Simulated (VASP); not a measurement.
Wanted: the native input for a VASP 6.6.1 run.

```yaml
Task: single point
Functional: PBE
Potentials_or_basis: VASP PAW PBE potentials, release 64 (Al, Rh_pv)
Cutoff: 520 eV
k_mesh: 6 × 6 × 6
Occupations: gaussian, width 0.1 eV
Spin: no spin polarisation
Dipole_correction: no
Further_INCAR_settings: ALGO = Normal; EDIFF = 1e-07; NBANDS = 24
```

The structure of AlRh2 lies in POSCAR:

```
AlRh2
1.0
    4.2967109291      0.0000000000      0.0000000000
   -2.1483554645      3.7210608173      0.0000000000
    0.0000000000      0.0000000000      2.7538291447
Al Rh
1 2
Direct
    0.0000000000      0.0000000000      0.0000000000
    0.3333333333      0.6666666667      0.5000000000
    0.6666666667      0.3333333333      0.5000000000
```

The input as run:

INCAR

```
SYSTEM = AlRh2
PREC = Accurate ; ENCUT = 520
EDIFF = 1E-7 ; ISMEAR = 0
SIGMA = 0.1 ; LREAL = .FALSE.
LASPH = .TRUE. ; NELM = 60
ALGO = Normal ; ISIF = 2
LWAVE = .FALSE. ; LCHARG = .FALSE.
GGA = PE ; NBANDS = 24
```

KPOINTS

```
Automatic mesh
0
G
  6 6 6
  0 0 0
```

Potentials or basis: VASP PAW PBE potentials, release 64 (Al, Rh_pv).

Command:

```bash
$ cat potpaw_PBE.64/Al/POTCAR potpaw_PBE.64/Rh_pv/POTCAR > POTCAR
$ mpirun -np 1 vasp_std > vasp.out
```

Results of the run:

* Pressure: -0.2 GPa

Caveat: the k points lie up to 0.38 Å⁻¹ apart.

Wall time 11 s on 1 thread of Intel(R) Xeon(R) 6975P-C (Granite Rapids), with other jobs on the host, peak memory 0.16 GiB.
